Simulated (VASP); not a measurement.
**NaH: relaxation of cell and atoms with PBE**

NaH:

```
Na H
1.0
     0.00000    2.44000    2.44000
     2.44000    0.00000    2.44000
     2.44000    2.44000    0.00000
Na H
1 1
Direct
  0.00000 0.00000 0.00000
  0.50000 0.50000 0.50000
```

| Property | Result |
| --- | --- |
| Program | VASP 6.6.1 |
| Task | relaxation of cell and atoms |
| Functional | PBE |
| Potentials or basis | VASP PAW PBE potentials, release 64 (Na_pv, H) |
| Cutoff | 500 eV |
| k mesh | 6 × 6 × 6 |
| Occupations | gaussian, width 0.01 eV |
| Spin | no spin polarisation |
| Target pressure | 6 GPa |
| Dipole correction | no |
| Further INCAR settings | ALGO = Normal; EDIFF = 1e-07; IBRION = 2; EDIFFG = -0.01; NSW = 80; ISIF = 3 |

The relaxed volume is 11.72 Å³/atom, the relaxed cell is a = 3.213 Å, b = 3.213 Å, c = 3.213 Å, α = 60.00°, β = 60.00°, γ = 60.00° and the space group after relaxing (to 0.1 Å) is Fm-3m (No. 225). The energy change on relaxing (the run minimises the enthalpy) is +37.8 meV/atom and the ionic steps are 4. The pressure after relaxing is 6.1 GPa. The band gap on the k mesh is 4.14 eV (least direct gap 5.02 eV).

Step by step:
```tsv
step	energy change (eV)	largest force (eV/Å)	pressure (GPa)	volume (Å³)
1	0.0000	0.0000	-0.73	29.05
2	0.0052	0.0000	1.54	26.56
3	0.0534	0.0000	4.95	24.09
4	0.0756	0.0000	6.11	23.44
```

Final structure:
```
Na H
1.0
     0.00000    2.27160    2.27160
     2.27160    0.00000    2.27160
     2.27160    2.27160    0.00000
Na H
1 1
Direct
  0.00000 0.00000 0.00000
  0.50000 0.50000 0.50000
```

Levels at points of the mesh, in eV from the valence-band top:
```
           k point  band 1  band 2  band 3  band 4  band 5  band 6  band 7  band 8
(0.00, 0.00, 0.00)  -21.75  -21.75  -21.75   -4.10   12.22   17.09   17.09   17.09
(0.50, 0.00, 0.00)  -21.92  -21.77  -21.77   -0.88    4.14   12.19   14.64   14.64
(0.50, 0.50, 0.00)  -21.90  -21.80  -21.80   -0.17    5.10   10.79   11.96   11.96
```

Run time: 15 s on 1 thread of AMD EPYC 7R43 64-Core Processor (Zen 3), on a shared host, peak memory 0.11 GiB.

Caveat: the cell is relaxed towards a set pressure, so the run minimises the enthalpy, not the energy; the volume moved by over 15 % at a fixed basis, so the end points are rough. A k mesh can miss the band edges.
